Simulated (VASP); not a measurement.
# TaN (P-62m) in VASP: a series of runs

Runs on TaN. Level: PBE+D4. Tasks: single point.

Program: VASP 6.6.1. These are calculated values, not measurements. Logs are shortened: lines on timing, memory, paths and dates and some standing lists are left out, and cuts for length are marked.

**1. The cell of the first run**

The structure is hexagonal, space group P-62m (No. 189). Conventional cell: a = 4.979 Å, b = 4.979 Å, c = 2.790 Å, α = 90.00°, β = 90.00°, γ = 120.00°. Within 2.7 Å of Ta (site symmetry -6) lie 6 N at 2.07 Å. Within 2.6 Å of Ta (site symmetry -62m) lie 3 N at 1.96 Å. N (site symmetry m2m) has 5 Ta at 1.96 to 2.07 Å within 2.6 Å.

**2. Single point, PBE+D4**

Input file INCAR:

```
ALGO     = Normal         # electronic algorithm
EDIFF    = 1E-6           # SCF threshold, eV
ENCUT    = 520            # plane-wave cutoff, eV
GGA      = PE             # functional
ISIF     = 2              # what is computed and relaxed
ISMEAR   = -1             # smearing method
IVDW     = 13             # dispersion correction
LASPH    = True           # aspherical terms in the spheres
LCHARG   = False          # write CHGCAR
LREAL    = False          # projectors in reciprocal space
LWAVE    = False          # write WAVECAR
NBANDS   = 33             # bands
NELM     = 60             # most SCF steps
PREC     = Accurate       # precision mode
SIGMA    = 0.1            # smearing width, eV
```

Input file KPOINTS:

```
k-points
0
Gamma
  5 5 8
```

Input file POSCAR:

```
TaN
1.0
    4.9792435155      0.0000000000      0.0000000000
   -2.4896217577      4.3121513779      0.0000000000
    0.0000000000      0.0000000000      2.7895646408
Ta N
3 3
Direct
    0.3333333333      0.6666666667      0.5000000000
    0.6666666667      0.3333333333      0.5000000000
    0.0000000000      0.0000000000      0.0000000000
    0.3928500000      0.0000000000      0.0000000000
    0.6071500000      0.6071500000      0.0000000000
    0.0000000000      0.3928500000      0.0000000000
```

Potentials or basis: VASP PAW PBE potentials, release 64 (Ta_pv, N).

Launch:

```bash
$ cat potpaw_PBE.64/Ta_pv/POTCAR potpaw_PBE.64/N/POTCAR > POTCAR
$ mpirun -np 1 vasp_std > vasp.out
```

OUTCAR:

```text
EDIFF = 1E-6
   ENCUT = 520
   GGA = PE
   ISIF = 2
   ISMEAR = -1
   IVDW = 13
   LASPH = True
   LREAL = False
   NELM = 60
   PREC = Accurate

 ion  position               nearest neighbor table
   1  0.333  0.667  0.500-   5 2.07   5 2.07   6 2.07   6 2.07   4 2.07   4 2.07   2 2.87   2 2.87
                             2 2.87   3 3.20   3 3.20   3 3.20   3 3.20   3 3.20   3 3.20
   2  0.667  0.333  0.500-   6 2.07   6 2.07   4 2.07   4 2.07   5 2.07   5 2.07   1 2.87   1 2.87
                             1 2.87   3 3.20   3 3.20   3 3.20   3 3.20   3 3.20   3 3.20
   3  0.000  0.000  0.000-   4 1.96   6 1.96   5 1.96   2 3.20   1 3.20   1 3.20   2 3.20   2 3.20
                             2 3.20   1 3.20   1 3.20   2 3.20   2 3.20   1 3.20   1 3.20
   4  0.393  0.000  0.000-   3 1.96   1 2.07   1 2.07   2 2.07   2 2.07
   5  0.607  0.607  0.000-   3 1.96   1 2.07   1 2.07   2 2.07   2 2.07
   6  0.000  0.393  0.000-   3 1.96   2 2.07   2 2.07   1 2.07   1 2.07

  LATTYP: Found a hexagonal cell.
 ALAT       =     4.9792435155
 C/A-ratio  =     0.5602386451

  Lattice vectors:

 A1 = (   4.9792435155,   0.0000000000,   0.0000000000)
 A2 = (  -2.4896217577,   4.3121513779,   0.0000000000)
 A3 = (   0.0000000000,   0.0000000000,   2.7895646408)

Analysis of symmetry for initial positions (statically):
=====================================================================
 Subroutine PRICEL returns:
 Original cell was already a primitive cell.

 Routine SETGRP: Setting up the symmetry group for a
 hexagonal supercell.

 Subroutine GETGRP returns: Found 12 space group operations
 (whereof 12 operations were pure point group operations)
 out of a pool of 24 trial point group operations.

The static configuration has the point symmetry D_3h.

Analysis of symmetry for dynamics (positions and initial velocities):
=====================================================================
 Subroutine PRICEL returns:
 Original cell was already a primitive cell.

 Routine SETGRP: Setting up the symmetry group for a
 hexagonal supercell.

 Subroutine GETGRP returns: Found 12 space group operations
 (whereof 12 operations were pure point group operations)
 out of a pool of 24 trial point group operations.

The dynamic configuration has the point symmetry D_3h.

 Subroutine INISYM returns: Found 12 space group operations
 (whereof 12 operations are pure point group operations),
 and found     1 'primitive' translations

----------------------------------------------------------------------------------------

                                     Primitive cell

  volume of cell :      59.8954

  direct lattice vectors                    reciprocal lattice vectors
     4.979243516  0.000000000  0.000000000     0.200833720  0.115951402  0.000000000
    -2.489621758  4.312151378  0.000000000     0.000000000  0.231902805  0.000000000
     0.000000000  0.000000000  2.789564641     0.000000000  0.000000000  0.358478877

  length of vectors
     4.979243516  4.979243517  2.789564641     0.231902805  0.231902805  0.358478877

  position of ions in fractional coordinates (direct lattice)
     0.333333333  0.666666667  0.500000000
     0.666666667  0.333333333  0.500000000
     0.000000000  0.000000000  0.000000000
     0.392850000  0.000000000  0.000000000
     0.607150000  0.607150000  0.000000000
     1.000000000  0.392850000  0.000000000

  ion indices of the primitive-cell ions
   primitive index   ion index
                 1           1
                 2           2
                 3           3
                 4           4
                 5           5
                 6           6

----------------------------------------------------------------------------------------

 KPOINTS: k-points

Automatic generation of k-mesh.
 Grid dimensions read from file:
 generate k-points for:    5    5    8

 Generating k-lattice:

  Cartesian coordinates                     Fractional coordinates (reciprocal lattice)
     0.040166744  0.023190280  0.000000000     0.200000000 -0.000000000  0.000000000
     0.000000000  0.046380561  0.000000000     0.000000000  0.200000000  0.000000000
     0.000000000  0.000000000  0.044809860     0.000000000  0.000000000  0.125000000

  Length of vectors
     0.046380561  0.046380561  0.044809860

  Shift w.r.t. Gamma in fractional coordinates (k-lattice)
     0.000000000  0.000000000  0.000000000

 Subroutine IBZKPT returns following result:
 ===========================================

 Found     25 irreducible k-points:

 Following reciprocal coordinates:
            Coordinates               Weight
  0.000000  0.000000  0.000000      1.000000
  0.200000 -0.000000  0.000000      6.000000
  0.400000  0.000000  0.000000      6.000000
  0.200000  0.200000  0.000000      6.000000
  0.400000  0.200000  0.000000      6.000000
  0.000000  0.000000  0.125000      2.000000
[... 16 lines left out ...]
  0.400000  0.000000  0.500000      6.000000
  0.200000  0.200000  0.500000      6.000000
   k-points           NKPTS =     25   k-points in BZ     NKDIM =     25   number of bands    NBANDS=     33
   number of dos      NEDOS =    301   number of ions     NIONS =      6
   total plane-waves  NPLWV =  38400
   dimension x,y,z NGX =    40 NGY =   40 NGZ =   24
   dimension x,y,z NGXF=    80 NGYF=   80 NGZF=   48
   ions per type =               3   3
   NGX,Y,Z   is equivalent  to a cutoff of  13.36, 13.36, 14.30 a.u.
   NGXF,Y,Z  is equivalent  to a cutoff of  26.71, 26.71, 28.61 a.u.
 SYSTEM =  unknown system
   PREC   = accura    normal or accurate (medium, high low for compatibility)
   ISTART =      0    job   : 0-new  1-cont  2-samecut
   ICHARG =      2    charge: 1-file 2-atom 10-const
   ISPIN  =      1    spin polarized calculation?
   LNONCOLLINEAR =      F non collinear calculations
   LSORBIT =      F    spin-orbit coupling
   LASPH  =      T    aspherical Exc in radial PAW
   ENCUT  =  520.0 eV  38.22 Ry    6.18 a.u.   9.26  9.26  5.19*2*pi/ulx,y,z
   NELM   =     60;   NELMIN=  2; NELMDL= -5     # of ELM steps
   EDIFF  = 0.1E-05   stopping-criterion for ELM
   LREAL  =      F    real-space projection
   EDIFFG = 0.1E-04   stopping-criterion for IOM
   NSW    =      0    number of steps for IOM
   IBRION =     -1    ionic relax: 0-MD 1-quasi-New 2-CG
   NFREE  =      0    steps in history (QN), initial steepest desc. (CG)
   ISIF   =      2    stress and relaxation
   ISYM   =      2    0-nonsym 1-usesym 2-fastsym
   POTIM  = 0.5000    time-step for ionic-motion
   TEBEG  =    0.0;   TEEND  =   0.0 temperature during run
   PSTRESS=    0.0 pullay stress
   NELECT =      48.0000    total number of electrons
   NUPDOWN=      -1.0000    fix difference up-down
   EMIN   =  10.00;   EMAX   =-10.00  energy-range for DOS
   EFERMI =   0.00;   METHOD = LEGACY
   ISMEAR =    -1;   SIGMA  =   0.10  broadening in eV -4-tet -1-fermi 0-gaus
   EFERMI_NEDOS =   21; number of points for ismear=-14 and -15
   IALGO  =     38    algorithm
   IMIX   =      4    mixing-type and parameters
     AMIX     =   0.40;   BMIX     =  1.00
     AMIX_MAG =   1.60;   BMIX_MAG =  1.00
  volume/ion in A,a.u.               =       9.98        67.37
  Fermi-wavevector in a.u.,A,eV,Ry     =   1.520631  2.873577 31.461025  2.312320
  Thomas-Fermi vector in A             =   2.629456
   LORBIT       =      0    0 simple, 1 ext, 2 COOP (PROOUT), +10 PAW based schemes
   GGA     = PE    functional components
   LHFCALC =     F    Hartree Fock is set to
   AEXX    =    0.0000 exact exchange contribution
   IVDW    =    13    specifies the selected vdW correction
   LEPSILON=     F    determine dielectric tensor
   LRPA    =     F    only Hartree local field effects (RPA)
 non-spin polarized calculation
  energy-cutoff  :      520.00
  volume of cell :       59.90
 maximum number of plane-waves:      1631
 NGX is ok and might be reduce to    40
   NGX = 19   NGY = 19   NGZ = 11

 number of electron      48.0000004 magnetization

 Free energy of the ion-electron system (eV)
  ---------------------------------------------------
  ext. energy  EPLUGINS =         0.00000000
  ---------------------------------------------------
  free energy    TOTEN  =       -65.89594350 eV

  energy without entropy =      -65.87180785  energy(sigma->0) =      -65.88387567

 E-fermi :   9.9532     XC(G=0): -13.7069

 val. band max:        9.7336787605   @ k =   0.2000  -0.0000   0.1250
 cond. band min:      10.0942051436   @ k =   0.4000   0.0000   0.2500
 fundamental gap:      0.3605263831
 Fermi energy:         9.9531957801

 k-point     1 :       0.0000    0.0000    0.0000
  band No.  band energies     occupation
      1     -26.5100      2.00000
      2     -26.5100      2.00000
      3     -26.0248      2.00000
      4     -26.0248      2.00000
      5     -25.6851      2.00000
      6     -25.5043      2.00000
[... 25 lines left out ...]
     32      13.6052      0.00000
     33      13.6052      0.00000

 k-point     2 :       0.2000   -0.0000    0.0000
  band No.  band energies     occupation
      1     -26.5701      2.00000
      2     -26.5023      2.00000
      3     -25.9417      2.00000
      4     -25.9360      2.00000
      5     -25.6687      2.00000
      6     -25.5557      2.00000
[... 25 lines left out ...]
     32      13.8557      0.00000
     33      13.9405      0.00000
[... 754 lines left out ...]
     32      15.9620      0.00000
     33      16.1478      0.00000

 k-point    24 :       0.2000    0.2000    0.5000
  band No.  band energies     occupation
      1     -26.9693      2.00000
      2     -26.7677      2.00000
      3     -26.3213      2.00000
      4     -26.1338      2.00000
      5     -25.8473      2.00000
      6     -25.6141      2.00000
[... 25 lines left out ...]
     32      15.6866      0.00000
     33      16.0296      0.00000

 [... further k-points ...]

------------------------ aborting loop because EDIFF is reached ----------------------------------------

  DFT-D4 for vdW energy calculation

  Edisp (eV):   -2.07934

  FORCE on cell =-STRESS in cart. coord.  units (eV):
  Direction    XX          YY          ZZ          XY          YZ          ZX
  --------------------------------------------------------------------------------------
  -------------------------------------------------------------------------------------
  Total      20.83070    20.83070    21.14582     0.00000     0.00000    -0.00000
  in kB     557.21228   557.21228   565.64165     0.00000     0.00000    -0.00000
  external pressure =      560.02 kB  Pullay stress =        0.00 kB

 VOLUME and BASIS-vectors are now :
 -----------------------------------------------------------------------------
  energy-cutoff  :      520.00
  volume of cell :       59.90
      direct lattice vectors                 reciprocal lattice vectors
     4.979243516  0.000000000  0.000000000     0.200833720  0.115951402  0.000000000
    -2.489621758  4.312151378  0.000000000     0.000000000  0.231902805  0.000000000
     0.000000000  0.000000000  2.789564641     0.000000000  0.000000000  0.358478877

 POSITION                                       TOTAL-FORCE (eV/Angst)
 -----------------------------------------------------------------------------------
     -0.00000      2.87477      1.39478        -0.000000      0.000000     -0.000000
      2.48962      1.43738      1.39478        -0.000000      0.000000     -0.000000
      0.00000      0.00000      0.00000        -0.000000      0.000000     -0.000000
      1.95610      0.00000      0.00000         0.627547      0.000000      0.000000
      1.51157      2.61812      0.00000        -0.313773     -0.543471     -0.000000
     -0.97805      1.69403      0.00000        -0.313773      0.543471      0.000000
 -----------------------------------------------------------------------------------
    total drift:                               -0.000000     -0.000000     -0.000000

  FREE ENERGIE OF THE ION-ELECTRON SYSTEM (eV)
  ---------------------------------------------------
  free  energy   TOTEN  =       -67.9752829358 eV

  energy  without entropy=      -67.9511472898  energy(sigma->0) =      -67.96321511
```

Run time: 74 s. Hardware: 1 thread of AMD EPYC 7R43 (Zen 3), shared host; peak memory 0.16 GiB.

Results:

```
Free energy                : -67.9753 eV
Pressure                   : 56.0 GPa
Largest force              : 0.628 eV/Å
Band gap on the k mesh     : zero (band 24 reaches 12.06 eV, above the bottom of band 25 at 8.49 eV)
Dispersion energy per atom : -0.347 eV
```

Forces in eV/Å, atoms in the order of the input:
```
Ta   0.000  0.000  0.000
Ta   0.000  0.000  0.000
Ta   0.000  0.000  0.000
N    0.628  0.000  0.000
N   -0.314 -0.543  0.000
N   -0.314  0.543  0.000
```

Stress tensor (GPa, compression positive):
```
55.72  0.00  0.00
 0.00 55.72  0.00
 0.00  0.00 56.56
```

Caveat: spin-orbit coupling is left out, which moves the levels of the heavy elements; pairwise dispersion overbinds metals, which lowers pressure and volume.

[end of part 1 of 3]
